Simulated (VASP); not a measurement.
# Pb (Fm-3m) in VASP: notebook

Pb is run at these levels: PBEsol+D3(BJ); tasks: single point, relaxation of cell and atoms.

Everything below comes from runs of VASP 6.6.1. Logs are shortened: lines on timing, memory, paths and dates and some standing lists are left out, and cuts for length are marked.

**1. The cell of the first run**

Symmetry: Fm-3m, No. 225, cubic system. Conventional cell: a = 4.856 Å, b = 4.856 Å, c = 4.856 Å, α = 90.00°, β = 90.00°, γ = 90.00°. Within 4.5 Å of Pb (site symmetry m-3m) lie 12 Pb at 3.43 Å.

**2. Single point, PBEsol+D3(BJ)**

File INCAR:

```
  ALGO = Normal
  EDIFF = 1E-6
  ENCUT = 520
  GGA = PS
  ISIF = 2
  ISMEAR = -1
  IVDW = 12
  LASPH = True
  LCHARG = False
  LREAL = False
  LWAVE = False
  NBANDS = 13
  NELM = 80
  PREC = Accurate
  SIGMA = 0.1
```

File KPOINTS:

```
k-points
0
Gamma
  8 8 8
```

File POSCAR:

```
Pb
1.0
    0.0000000000      2.4279401426      2.4279401426
    2.4279401426      0.0000000000      2.4279401426
    2.4279401426      2.4279401426      0.0000000000
Pb
1
Direct
    0.0000000000      0.0000000000      0.0000000000
```

Potentials or basis: VASP PAW PBE potentials, release 64 (Pb_d).

Run with:

```bash
> cat potpaw_PBE.64/Pb_d/POTCAR > POTCAR
> mpirun -np 1 vasp_std > vasp.out
```

OUTCAR:

```text
EDIFF = 1E-6
   ENCUT = 520
   GGA = PS
   ISIF = 2
   ISMEAR = -1
   IVDW = 12
   LASPH = True
   LREAL = False
   NELM = 80
   PREC = Accurate
 IVDW          = 12

 ion  position               nearest neighbor table
   1  0.000  0.000  0.000-

  LATTYP: Found a face centered cubic cell.
 ALAT       =     4.8558802852

  Lattice vectors:

 A1 = (   0.0000000000,   2.4279401426,   2.4279401426)
 A2 = (   2.4279401426,   0.0000000000,   2.4279401426)
 A3 = (   2.4279401426,   2.4279401426,   0.0000000000)

Analysis of symmetry for initial positions (statically):
=====================================================================
 Subroutine PRICEL returns:
 Original cell was already a primitive cell.

 Routine SETGRP: Setting up the symmetry group for a
 face centered cubic supercell.

 Subroutine GETGRP returns: Found 48 space group operations
 (whereof 48 operations were pure point group operations)
 out of a pool of 48 trial point group operations.

The static configuration has the point symmetry O_h .

Analysis of symmetry for dynamics (positions and initial velocities):
=====================================================================
 Subroutine PRICEL returns:
 Original cell was already a primitive cell.

 Routine SETGRP: Setting up the symmetry group for a
 face centered cubic supercell.

 Subroutine GETGRP returns: Found 48 space group operations
 (whereof 48 operations were pure point group operations)
 out of a pool of 48 trial point group operations.

The dynamic configuration has the point symmetry O_h .

 Subroutine INISYM returns: Found 48 space group operations
 (whereof 48 operations are pure point group operations),
 and found     1 'primitive' translations

----------------------------------------------------------------------------------------

                                     Primitive cell

  volume of cell :      28.6249

  direct lattice vectors                    reciprocal lattice vectors
     0.000000000  2.427940143  2.427940143    -0.205935884  0.205935884  0.205935884
     2.427940143  0.000000000  2.427940143     0.205935884 -0.205935884  0.205935884
     2.427940143  2.427940143  0.000000000     0.205935884  0.205935884 -0.205935884

  length of vectors
     3.433625878  3.433625878  3.433625878     0.356691414  0.356691414  0.356691414

  position of ions in fractional coordinates (direct lattice)
     0.000000000  0.000000000  0.000000000

  ion indices of the primitive-cell ions
   primitive index   ion index
                 1           1

----------------------------------------------------------------------------------------

 KPOINTS: k-points

Automatic generation of k-mesh.
 Grid dimensions read from file:
 generate k-points for:    8    8    8

 Generating k-lattice:

  Cartesian coordinates                     Fractional coordinates (reciprocal lattice)
    -0.025741986  0.025741986  0.025741986     0.125000000  0.000000000  0.000000000
     0.025741986 -0.025741986  0.025741986     0.000000000  0.125000000  0.000000000
     0.025741986  0.025741986 -0.025741986     0.000000000  0.000000000  0.125000000

  Length of vectors
     0.044586427  0.044586427  0.044586427

  Shift w.r.t. Gamma in fractional coordinates (k-lattice)
     0.000000000  0.000000000  0.000000000

 Subroutine IBZKPT returns following result:
 ===========================================

 Found     29 irreducible k-points:

 Following reciprocal coordinates:
            Coordinates               Weight
  0.000000  0.000000  0.000000      1.000000
  0.125000  0.000000  0.000000      8.000000
  0.250000  0.000000  0.000000      8.000000
  0.375000  0.000000  0.000000      8.000000
  0.500000  0.000000  0.000000      4.000000
  0.125000  0.125000  0.000000      6.000000
[... 16 lines left out ...]
  0.500000  0.250000  0.125000     48.000000
 -0.375000  0.250000  0.125000     24.000000
 [... further k-points ...]
   k-points           NKPTS =     29   k-points in BZ     NKDIM =     29   number of bands    NBANDS=     13
   number of dos      NEDOS =    301   number of ions     NIONS =      1
   total plane-waves  NPLWV =  21952
   dimension x,y,z NGX =    28 NGY =   28 NGZ =   28
   dimension x,y,z NGXF=    56 NGYF=   56 NGZF=   56
   ions per type =               1
   NGX,Y,Z   is equivalent  to a cutoff of  13.56, 13.56, 13.56 a.u.
   NGXF,Y,Z  is equivalent  to a cutoff of  27.11, 27.11, 27.11 a.u.
 SYSTEM =  unknown system
   PREC   = accura    normal or accurate (medium, high low for compatibility)
   ISTART =      0    job   : 0-new  1-cont  2-samecut
   ICHARG =      2    charge: 1-file 2-atom 10-const
   ISPIN  =      1    spin polarized calculation?
   LNONCOLLINEAR =      F non collinear calculations
   LSORBIT =      F    spin-orbit coupling
   LASPH  =      T    aspherical Exc in radial PAW
   ENCUT  =  520.0 eV  38.22 Ry    6.18 a.u.   6.38  6.38  6.38*2*pi/ulx,y,z
   NELM   =     80;   NELMIN=  2; NELMDL= -5     # of ELM steps
   EDIFF  = 0.1E-05   stopping-criterion for ELM
   LREAL  =      F    real-space projection
   EDIFFG = 0.1E-04   stopping-criterion for IOM
   NSW    =      0    number of steps for IOM
   IBRION =     -1    ionic relax: 0-MD 1-quasi-New 2-CG
   NFREE  =      0    steps in history (QN), initial steepest desc. (CG)
   ISIF   =      2    stress and relaxation
   ISYM   =      2    0-nonsym 1-usesym 2-fastsym
   POTIM  = 0.5000    time-step for ionic-motion
   TEBEG  =    0.0;   TEEND  =   0.0 temperature during run
   PSTRESS=    0.0 pullay stress
   NELECT =      14.0000    total number of electrons
   NUPDOWN=      -1.0000    fix difference up-down
   EMIN   =  10.00;   EMAX   =-10.00  energy-range for DOS
   EFERMI =   0.00;   METHOD = LEGACY
   ISMEAR =    -1;   SIGMA  =   0.10  broadening in eV -4-tet -1-fermi 0-gaus
   EFERMI_NEDOS =   21; number of points for ismear=-14 and -15
   IALGO  =     38    algorithm
   IMIX   =      4    mixing-type and parameters
     AMIX     =   0.40;   BMIX     =  1.00
     AMIX_MAG =   1.60;   BMIX_MAG =  1.00
  volume/ion in A,a.u.               =      28.62       193.17
  Fermi-wavevector in a.u.,A,eV,Ry     =   1.289841  2.437446 22.635877  1.663690
  Thomas-Fermi vector in A             =   2.421709
   LORBIT       =      0    0 simple, 1 ext, 2 COOP (PROOUT), +10 PAW based schemes
   GGA     = PS    functional components
   LHFCALC =     F    Hartree Fock is set to
   AEXX    =    0.0000 exact exchange contribution
   IVDW    =    12    specifies the selected vdW correction
   LEPSILON=     F    determine dielectric tensor
   LRPA    =     F    only Hartree local field effects (RPA)
 non-spin polarized calculation
  energy-cutoff  :      520.00
  volume of cell :       28.62
 maximum number of plane-waves:       784
 NGX is ok and might be reduce to    28
   NGX = 13   NGY = 13   NGZ = 13

 number of electron      14.0000001 magnetization

 Free energy of the ion-electron system (eV)
  ---------------------------------------------------
  ext. energy  EPLUGINS =         0.00000000
  ---------------------------------------------------
  free energy    TOTEN  =        -4.00803337 eV

  energy without entropy =       -3.99213054  energy(sigma->0) =       -4.00008196

 E-fermi :   7.7825     XC(G=0): -10.6204

 val. band max:        7.6872433414   @ k =   0.3750   0.2500   0.0000
 cond. band min:       7.8738650352   @ k =  -0.3750   0.2500   0.0000
 fundamental gap:      0.1866216938
 Fermi energy:         7.7825054817

 k-point     1 :       0.0000    0.0000    0.0000
  band No.  band energies     occupation
      1      -9.2680      2.00000
      2      -9.2680      2.00000
      3      -9.2680      2.00000
      4      -9.0991      2.00000
      5      -9.0991      2.00000
      6      -4.4110      2.00000
      7      15.6373      0.00000
      8      15.6373      0.00000
      9      15.6373      0.00000
     10      17.5573      0.00000
     11      19.8201      0.00000
     12      20.6811      0.00000
     13      20.6811      0.00000

 k-point     2 :       0.1250    0.0000    0.0000
  band No.  band energies     occupation
      1      -9.2703      2.00000
      2      -9.2443      2.00000
      3      -9.2443      2.00000
      4      -9.0989      2.00000
      5      -9.0989      2.00000
      6      -4.0909      2.00000
      7      12.6770      0.00000
      8      15.2677      0.00000
      9      15.2677      0.00000
     10      17.2195      0.00000
     11      20.7527      0.00000
     12      21.3454      0.00000
     13      21.3454      0.00000

 k-point     3 :       0.2500    0.0000    0.0000
  band No.  band energies     occupation
      1      -9.2829      2.00000
      2      -9.2256      2.00000
      3      -9.2256      2.00000
      4      -9.0579      2.00000
      5      -9.0579      2.00000
      6      -3.1294      2.00000
      7       8.6035      0.00054
      8      14.5310      0.00000
      9      14.5310      0.00000
     10      16.9633      0.00000
     11      19.5417      0.00000
     12      20.4754      0.00000
     13      20.4754      0.00000

 k-point     4 :       0.3750    0.0000    0.0000
  band No.  band energies     occupation
      1      -9.3041      2.00000
      2      -9.2442      2.00000
      3      -9.2442      2.00000
      4      -8.9774      2.00000
      5      -8.9773      2.00000
      6      -1.6130      2.00000
      7       5.1058      2.00000
      8      13.9036      0.00000
      9      13.9036      0.00000
     10      16.9303      0.00000
     11      18.2869      0.00000
     12      19.6038      0.00000
     13      19.6038      0.00000

 k-point     5 :       0.5000    0.0000    0.0000
  band No.  band energies     occupation
      1      -9.3148      2.00000
      2      -9.2558      2.00000
      3      -9.2558      2.00000
      4      -8.9395      2.00000
      5      -8.9395      2.00000
      6      -0.4263      2.00000
      7       3.2476      2.00000
      8      13.6617      0.00000
      9      13.6617      0.00000
     10      17.0236      0.00000
     11      17.7619      0.00000
     12      19.3154      0.00000
     13      19.3154      0.00000
[... 257 lines left out ...]
 k-point    22 :       0.3750    0.2500    0.1250
  band No.  band energies     occupation
      1      -9.3157      2.00000
      2      -9.2170      2.00000
      3      -9.1439      2.00000
      4      -9.0953      2.00000
      5      -8.9988      2.00000
      6      -2.2926      2.00000
      7       8.5271      0.00117
      8      10.2901      0.00000
      9      13.0837      0.00000
     10      17.0678      0.00000
     11      17.6496      0.00000
     12      20.9057      0.00000
     13      23.4082      0.00000

 k-point    23 :       0.5000    0.2500    0.1250
  band No.  band energies     occupation
      1      -9.2877      2.00000
      2      -9.2443      2.00000
      3      -9.1418      2.00000
      4      -9.0482      2.00000
      5      -8.9683      2.00000
      6      -0.8526      2.00000
      7       5.8383      2.00000
      8       9.3554      0.00000
      9      11.7678      0.00000
     10      16.8564      0.00000
     11      19.2903      0.00000
     12      20.6864      0.00000
     13      23.5212      0.00000

 k-point    24 :      -0.3750    0.2500    0.1250
  band No.  band energies     occupation
      1      -9.2746      2.00000
      2      -9.2559      2.00000
      3      -9.1238      2.00000
      4      -9.0550      2.00000
      5      -8.9483      2.00000
      6       0.1976      2.00000
      7       4.2298      2.00000
      8       9.2626      0.00000
      9      11.1662      0.00000
     10      16.7420      0.00000
     11      19.1428      0.00000
     12      23.3194      0.00000
     13      23.9047      0.00000

 [... further k-points ...]

------------------------ aborting loop because EDIFF is reached ----------------------------------------

 Edisp (eV)   -0.46868

 E8    (eV) :    -0.3426

  FORCE on cell =-STRESS in cart. coord.  units (eV):
  Direction    XX          YY          ZZ          XY          YZ          ZX
  --------------------------------------------------------------------------------------
  -------------------------------------------------------------------------------------
  Total      -0.02282    -0.02282    -0.02282     0.00000     0.00000    -0.00000
  in kB      -1.27740    -1.27740    -1.27740     0.00000     0.00000    -0.00000
  external pressure =       -1.28 kB  Pullay stress =        0.00 kB

 VOLUME and BASIS-vectors are now :
 -----------------------------------------------------------------------------
  energy-cutoff  :      520.00
  volume of cell :       28.62
      direct lattice vectors                 reciprocal lattice vectors
     0.000000000  2.427940143  2.427940143    -0.205935884  0.205935884  0.205935884
     2.427940143  0.000000000  2.427940143     0.205935884 -0.205935884  0.205935884
     2.427940143  2.427940143  0.000000000     0.205935884  0.205935884 -0.205935884

 POSITION                                       TOTAL-FORCE (eV/Angst)
 -----------------------------------------------------------------------------------
      0.00000      0.00000      0.00000         0.000000      0.000000      0.000000
 -----------------------------------------------------------------------------------
    total drift:                               -0.000000     -0.000000     -0.000000

  FREE ENERGIE OF THE ION-ELECTRON SYSTEM (eV)
  ---------------------------------------------------
  free  energy   TOTEN  =        -4.4767170072 eV

  energy  without entropy=       -4.4608141769  energy(sigma->0) =       -4.46876559
```

It took 4.8 s on 1 thread of Intel Xeon 6975P-C (Granite Rapids), shared host; peak memory 0.16 GiB.

What came out:

```
Free energy                : -4.4767 eV
Pressure                   : -0.1 GPa
Band gap on the k mesh     : zero (band 7 reaches 15.64 eV, above the bottom of band 8 at 6.27 eV)
Dispersion energy per atom : -0.469 eV
```

Levels at points of the mesh, in eV from the Fermi level:
```csv
k point,band 4,band 5,band 6,band 7,band 8,band 9,band 10,band 11
"(0.00, 0.00, 0.00)",-16.88,-16.88,-12.19,7.85,7.85,7.85,9.77,12.04
"(0.50, 0.00, 0.00)",-16.72,-16.72,-8.21,-4.53,5.88,5.88,9.24,9.98
"(0.50, 0.50, 0.00)",-16.68,-16.68,-6.66,-3.54,2.08,2.08,5.53,6.82
```

Caveat: the PAW data sets were made with another functional, which shifts forces and pressure a little; spin-orbit coupling is left out, which moves the levels of the heavy elements; pairwise dispersion overbinds metals, which lowers pressure and volume.

**3. Relaxation of cell and atoms, PBEsol+D3(BJ)**

File INCAR:

```
ALGO = Normal ; EDIFF = 1E-6
EDIFFG = -0.03 ; ENCUT = 600
GGA = PS ; IBRION = 2
ISIF = 3 ; ISMEAR = -1
IVDW = 12 ; LASPH = T
LCHARG = F ; LREAL = F
LWAVE = F ; NELM = 80
NSW = 60 ; PREC = Accurate
SIGMA = 0.1
```

KPOINTS is that of step 2.

POSCAR is that of step 2.

Potentials or basis: VASP PAW PBE potentials, release 64 (Pb_d).

Run with:

```bash
> cat potpaw_PBE.64/Pb_d/POTCAR > POTCAR
> mpirun -np 1 vasp_std > vasp.out
```

Run time: 4.3 s. Hardware: 1 thread of Intel Xeon 6975P-C (Granite Rapids), shared host; peak memory 0.16 GiB.

The run converged. Its results:

```yaml
Free_energy: -4.4768 eV
Pressure_after_relaxing: 0.0 GPa
Band_gap_on_the_k_mesh: zero (band 7 reaches 15.64 eV, above the bottom of band 8 at 6.27 eV)
Dispersion_energy_per_atom: -0.469 eV
```

Final structure:
```yaml
crystal:
  lattice:
    - [0.00000, 2.42794, 2.42794]
    - [2.42794, 0.00000, 2.42794]
    - [2.42794, 2.42794, 0.00000]
  atoms:
    - { symbol: Pb, position: [0.00000, 0.00000, 0.00000] }
```

Levels at points of the mesh, in eV from the Fermi level:
```csv
k point,band 5,band 6,band 7,band 8,band 9,band 10
"(0.00, 0.00, 0.00)",-16.88,-12.19,7.85,7.85,7.85,9.77
"(0.50, 0.00, 0.00)",-16.72,-8.21,-4.53,5.88,5.88,9.24
"(0.50, 0.50, 0.00)",-16.68,-6.66,-3.54,2.08,2.08,5.53
```

Caveat: the relaxation stopped at its first step, so nothing moved; the PAW data sets were made with another functional, which shifts forces and pressure a little; spin-orbit coupling is left out, which moves the levels of the heavy elements; pairwise dispersion overbinds metals, which lowers pressure and volume.
